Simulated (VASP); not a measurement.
The system is Ir.

```
CELL_PARAMETERS angstrom
0.00000 2.22341 1.51126
2.22341 0.00000 1.51126
2.22341 2.22341 0.00000
ATOMIC_POSITIONS crystal
Ir 0.00000 0.00000 0.00000
```

This cell differs from its parent crystal: volume 14.942 Å^3 an atom, c/a of the conventional cell 0.6797.

Base run:

```yaml
Program: VASP 6.6.1
Functional: LDA
Potentials_or_basis: VASP PAW LDA potentials, release 64 (Ir)
Cutoff: 520 eV
k_mesh: 22 × 22 × 22
Occupations: gaussian, width 0.15 eV
Spin: no spin polarisation
```

Its results: pressure -12.4 GPa.

Problem. The run is repeated on the same cell with these changes: potentials or basis from VASP PAW LDA potentials, release 64 (Ir) to VASP PAW LDA potentials, release 64 (Ir_sv_GW); cutoff from 520 eV to 500 eV; further incar settings from ALGO = Normal; EDIFF = 1e-07; NBANDS = 10 to ALGO = Normal; EDIFF = 1e-06; NBANDS = 14; valence electrons from 9 to 17. What comes out?

Solution. Pressure -16.1 GPa.
